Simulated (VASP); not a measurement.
# GaN (P6_3mc) in VASP: a series of runs, part 2 of 2

VASP 6.6.1. The steps go on from the part before.

**4. Single point, LDA (in-plane strain -0.02, then relaxed in part)**

The input, INCAR:

```
  ALGO = Normal
  EDIFF = 1E-7
  ENCUT = 520
  ISIF = 2
  ISMEAR = 0
  LASPH = True
  LCHARG = False
  LREAL = False
  LWAVE = False
  NBANDS = 26
  NELM = 100
  PREC = Accurate
  SIGMA = 0.01
```

The input, KPOINTS:

```
k-points
0
Gamma
  8 8 4
```

The input, POSCAR:

```
GaN
1.0
    3.0887782846      0.0000000000      0.0000000000
   -1.5443891423      2.6749604611      0.0000000000
    0.0000000000      0.0000000000      5.1887965914
Ga N
2 2
Direct
    0.3333333333      0.6666666667      0.0019838639
    0.6666666667      0.3333333333      0.5019838639
    0.3333333333      0.6666666667      0.3730161361
    0.6666666667      0.3333333333      0.8730161361
```

Potentials or basis: VASP PAW LDA potentials, release 64 (Ga_d, N).

Launch:

```bash
$ cat potpaw_LDA.64/Ga_d/POTCAR potpaw_LDA.64/N/POTCAR > POTCAR
$ mpirun -np 1 vasp_std > vasp.out
```

OUTCAR:

```text
EDIFF = 1E-7
   ENCUT = 520
   ISIF = 2
   ISMEAR = 0
   LASPH = True
   LREAL = False
   NELM = 100
   PREC = Accurate

 ion  position               nearest neighbor table
   1  0.333  0.667  0.002-   4 1.90   4 1.90   4 1.90   3 1.93
   2  0.667  0.333  0.502-   3 1.90   3 1.90   3 1.90   4 1.93
   3  0.333  0.667  0.373-   2 1.90   2 1.90   2 1.90   1 1.93
   4  0.667  0.333  0.873-   1 1.90   1 1.90   1 1.90   2 1.93

  LATTYP: Found a hexagonal cell.
 ALAT       =     3.0887782846
 C/A-ratio  =     1.6798863866

  Lattice vectors:

 A1 = (   3.0887782846,   0.0000000000,   0.0000000000)
 A2 = (  -1.5443891423,   2.6749604611,   0.0000000000)
 A3 = (   0.0000000000,   0.0000000000,   5.1887965914)

Analysis of symmetry for initial positions (statically):
=====================================================================
 Subroutine PRICEL returns:
 Original cell was already a primitive cell.

 Routine SETGRP: Setting up the symmetry group for a
 hexagonal supercell.

 Subroutine GETGRP returns: Found 12 space group operations
 (whereof  6 operations were pure point group operations)
 out of a pool of 24 trial point group operations.

The static configuration has the point symmetry C_3v.
 The point group associated with its full space group is C_6v.

Analysis of symmetry for dynamics (positions and initial velocities):
=====================================================================
 Subroutine PRICEL returns:
 Original cell was already a primitive cell.

 Routine SETGRP: Setting up the symmetry group for a
 hexagonal supercell.

 Subroutine GETGRP returns: Found 12 space group operations
 (whereof  6 operations were pure point group operations)
 out of a pool of 24 trial point group operations.

The dynamic configuration has the point symmetry C_3v.
 The point group associated with its full space group is C_6v.
[... 114 lines left out ...]
   NELECT =      36.0000    total number of electrons
   NUPDOWN=      -1.0000    fix difference up-down
   EMIN   =  10.00;   EMAX   =-10.00  energy-range for DOS
   EFERMI =   0.00;   METHOD = LEGACY
   ISMEAR =     0;   SIGMA  =   0.01  broadening in eV -4-tet -1-fermi 0-gaus
   EFERMI_NEDOS =   21; number of points for ismear=-14 and -15
   IALGO  =     38    algorithm
   IMIX   =      4    mixing-type and parameters
     AMIX     =   0.40;   BMIX     =  1.00
     AMIX_MAG =   1.60;   BMIX_MAG =  1.00
  volume/ion in A,a.u.               =      10.72        72.33
  Fermi-wavevector in a.u.,A,eV,Ry     =   1.544491  2.918665 32.456056  2.385453
  Thomas-Fermi vector in A             =   2.650004
   LORBIT       =      0    0 simple, 1 ext, 2 COOP (PROOUT), +10 PAW based schemes
   GGA     = CA    functional components
   LHFCALC =     F    Hartree Fock is set to
   AEXX    =    0.0000 exact exchange contribution
   IVDW    =     0    specifies the selected vdW correction
   LEPSILON=     F    determine dielectric tensor
   LRPA    =     F    only Hartree local field effects (RPA)
 non-spin polarized calculation
 Gauss-broadening in eV      SIGMA  =   0.01
  energy-cutoff  :      520.00
  volume of cell :       42.87
 maximum number of plane-waves:      1172
 NGX is ok and might be reduce to    24
   NGX = 11   NGY = 11   NGZ = 19

 number of electron      35.9999997 magnetization

 Free energy of the ion-electron system (eV)
  ---------------------------------------------------
  ext. energy  EPLUGINS =         0.00000000
  ---------------------------------------------------
  free energy    TOTEN  =       -27.84632143 eV

  energy without entropy =      -27.84632143  energy(sigma->0) =      -27.84632143

 E-fermi :   5.9707     XC(G=0): -12.4682

 val. band max:        5.8697372153   @ k =   0.0000   0.0000   0.0000
 cond. band min:       8.0716266491   @ k =   0.0000   0.0000   0.0000
 fundamental gap:      2.2018894337
 Fermi energy:         5.9706616716

 k-point     1 :       0.0000    0.0000    0.0000
  band No.  band energies     occupation
      1     -10.6234      2.00000
      2      -9.5510      2.00000
      3      -7.8494      2.00000
      4      -7.8177      2.00000
      5      -7.8177      2.00000
      6      -7.7485      2.00000
[... 685 lines left out ...]
     25      18.2276      0.00000
     26      18.2276      0.00000

 [... further k-points ...]
[... 5 lines left out ...]
  --------------------------------------------------------------------------------------
  -------------------------------------------------------------------------------------
  Total        2.9718945      2.9718945      0.3263438      0.0000000      0.0000000      0.0000000
  in kB      111.0639763    111.0639763     12.1959364      0.0000000      0.0000000      0.0000000
  external PRESSURE =      78.1079630 kB  Pullay stress =       0.0000000 kB

 VOLUME and BASIS-vectors are now :
 -----------------------------------------------------------------------------
  energy-cutoff  :      520.00
  volume of cell :       42.87
      direct lattice vectors                 reciprocal lattice vectors
     3.088778285  0.000000000  0.000000000     0.323752600  0.186918651  0.000000000
    -1.544389142  2.674960461  0.000000000     0.000000000  0.373837301  0.000000000
     0.000000000  0.000000000  5.188796591     0.000000000  0.000000000  0.192722914

 POSITION                                       TOTAL-FORCE (eV/Angst)
 -----------------------------------------------------------------------------------
     -0.00000      1.78331      0.01029        -0.000000      0.000000      0.011449
      1.54439      0.89165      2.60469         0.000000     -0.000000      0.011449
     -0.00000      1.78331      1.93550        -0.000000      0.000000     -0.011449
      1.54439      0.89165      4.52990         0.000000     -0.000000     -0.011449
 -----------------------------------------------------------------------------------
    total drift:                                0.000000      0.000000      0.000588

  FREE ENERGIE OF THE ION-ELECTRON SYSTEM (eV)
  ---------------------------------------------------
  free  energy   TOTEN  =       -27.8463214267 eV

  energy  without entropy=      -27.8463214267  energy(sigma->0) =      -27.84632143
```

stdout:

```text
POSCAR found type information on POSCAR GaN
 POSCAR found :  2 types and       4 ions
 scaLAPACK will be used
 LDA part: xc-table for (Slater(with rela. corr.)+CA(PZ))
 , standard interpolation
 POSCAR, INCAR and KPOINTS ok, starting setup
 FFT: planning ... GRIDC
 FFT: planning ... GRID_SOFT
 FFT: planning ... GRID
 WAVECAR not read
 entering main loop
```

It took 30 s on 1 thread of Intel Xeon Platinum 8259CL at 2.50GHz (Skylake/Cascade Lake), shared host; peak memory 0.15 GiB.

What came out:

| Property | Result |
| --- | --- |
| Free energy | -27.8463 eV |
| Pressure | 7.8 GPa |
| Largest force | 0.011 eV/Å |
| Band gap on the k mesh | 2.20 eV, direct |

Forces on the atoms (eV/Å):
```
Ga   0.000  0.000  0.011
Ga   0.000  0.000  0.011
N    0.000  0.000 -0.011
N    0.000  0.000 -0.011
```

Caveat: the cell differs from its parent crystal (in-plane strain -0.02, then relaxed in part).

**5. The runs side by side**

| cell | k mesh | smearing | gap on the mesh (eV) | pressure (GPa) | largest force (eV/Å) |
| --- | --- | --- | --- | --- | --- |
| a = 3.215, b = 3.215, c = 5.088 Å, angles 90.0, 90.0, 120.0°, 4 atoms | 8 × 8 × 4 | gaussian 0.01 eV | 1.92 | -4.6 | 0.01 |
| a = 3.152, b = 3.152, c = 5.138 Å, angles 90.0, 90.0, 120.0°, 4 atoms | 14 × 14 × 8 | fermi-dirac 0.1 eV | 2.15 | 1.1 | - |
| a = 3.089, b = 3.089, c = 5.189 Å, angles 90.0, 90.0, 120.0°, 4 atoms | 8 × 8 × 4 | gaussian 0.01 eV | 2.20 | 7.8 | 0.01 |

Alike in all rows: task single point; level LDA; potentials or basis VASP PAW LDA potentials, release 64 (Ga_d, N); no spin polarisation; cutoff (eV) 520.

Total energies depend on the potentials used, so only differences within one code and one set of settings carry meaning.
